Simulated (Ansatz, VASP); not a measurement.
# MgO in VASP and in Ansatz

```xyz
2
Lattice="0.0000 2.0970 2.0970 2.0970 0.0000 2.0970 2.0970 2.0970 0.0000" Properties=species:S:1:pos:R:3 pbc="T T T"
Mg    0.0000    0.0000    0.0000
O     2.0970    2.0970    2.0970
```

Alike in both runs: functional PBEsol; k mesh 6 × 6 × 6; occupations fermi-dirac, width 0.05 eV; no spin polarisation.

|  | VASP | Ansatz |
| --- | --- | --- |
| version | VASP 6.6.1 | Ansatz 0.2.0 |
| potentials or method | VASP PAW PBE potentials, release 64 (Mg, O) | Ansatz PAW |
| plane-wave cutoff (eV) | 520 | 420 |
| valence electrons in the cell | 8 | 16 |
| task | single point | band structure |

|  | VASP | Ansatz | Ansatz less VASP |
| --- | --- | --- | --- |
| gap on the k mesh at the Fermi level (eV) | 4.76 | 4.76 | -0.001 |
| least direct gap on the mesh (eV) | 4.76 | 4.76 | -0.001 |
| pressure (GPa) | 1.9 | 2.3 | +0.46 |

VASP's potentials were made for PBE, not for PBEsol. VASP's potentials hold 8 valence electrons a cell and Ansatz's 16, so a difference there can come from the potentials and not from the codes.

The k mesh is coarse, so the values compare programs but aren't converged.
